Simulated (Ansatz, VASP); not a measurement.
## One calculation of Cd, two programs

POSCAR

```
Cd
1.0
    1.6411810000      0.9626790000      2.4842660000
   -1.5975280000      0.8789580000      2.4873410000
   -0.0506780000     -1.8105080000      2.4740040000
Cd
1
Direct
    0.0000000000      0.0000000000      0.0000000000
```

Contents of INCAR.step1:

```
PREC     = Accurate       # precision mode
ENCUT    = 520            # plane-wave cutoff, eV
ISMEAR   = -1             # smearing method
SIGMA    = 0.1            # smearing width, eV
LREAL    = F              # projectors in reciprocal space
LASPH    = T              # aspherical terms in the spheres
NELM     = 60             # most SCF steps
NBANDS   = 12             # bands
GGA      = PE             # functional
ALGO     = Normal         # electronic algorithm
EDIFF    = 1E-4           # SCF threshold, eV
LWAVE    = T              # write WAVECAR
LCHARG   = F              # write CHGCAR
```

File INCAR.step2:

```
PREC     = Accurate       # precision mode
ENCUT    = 520            # plane-wave cutoff, eV
EDIFF    = 1E-6           # SCF threshold, eV
ISMEAR   = -1             # smearing method
SIGMA    = 0.1            # smearing width, eV
LREAL    = F              # projectors in reciprocal space
LASPH    = T              # aspherical terms in the spheres
NELM     = 60             # most SCF steps
ALGO     = Normal         # electronic algorithm
ISIF     = 2              # what is computed and relaxed
LWAVE    = F              # write WAVECAR
LCHARG   = T              # write CHGCAR
METAGGA  = R2SCAN         # meta-GGA
LMIXTAU  = T            
IVDW     = 13             # dispersion correction
VDW_S6   = 1.0          
VDW_S8   = 0.6018749    
VDW_A1   = 0.51559235   
VDW_A2   = 5.77342911   
LELF     = T              # ELF
LVHAR    = T            
NBANDS   = 12             # bands
ISTART   = 1
```

Contents of KPOINTS:

```
regular mesh
0
Gamma
  8 8 8
```

The input input.yaml:

```yaml
crystal:
  lattice:
    - [1.641181, 0.962679, 2.484266]
    - [-1.597528, 0.878958, 2.487341]
    - [-0.050678, -1.810508, 2.474004]
  atoms:
    - { symbol: Cd, position: [0.0, 0.0, 0.0] }
hamiltonian:
  xc: r2scan
  pseudopotentials: { kind: paw, accuracy: stringent }
  dispersion: d4
kpoints:
  mp_grid: { grid: [8, 8, 8] }
scf:
  occupations: { method: fermi_dirac, width: 0.1 }
output:
  forces: true
  stress: true
  eigenvalues: true
  write_density: true
  write_potential: true
  elf: true
  volumetric_format: npy
```

Change from the starting cell: cell strained at random at fixed volume.

Alike in both runs: functional r2SCAN; dispersion D4; k mesh 8 × 8 × 8; occupations fermi-dirac, width 0.1 eV; no spin polarisation.

```csv
,VASP,Ansatz
version,VASP 6.6.1,Ansatz 0.2.0
potentials or method,"VASP PAW PBE potentials, release 64 (Cd)",SSSP precision PAW
plane-wave cutoff (eV),520,1361
valence electrons in the cell,12,20
task,single point,electron localisation function
```

```tsv
	VASP	Ansatz	Ansatz less VASP
gap on the k mesh at the Fermi level (eV)	none	none	-
pressure (GPa)	-1.0	-1.4	-0.39
traceless stress, the component that is largest in VASP (GPa)	-1.12	-1.09	+0.031
```

VASP's potentials were made for PBE, not for r2SCAN. A gap of «none» marks a metal or a gap that the smearing closes. VASP's potentials hold 12 valence electrons a cell and Ansatz's 20, so a difference there can come from the potentials and not from the codes.
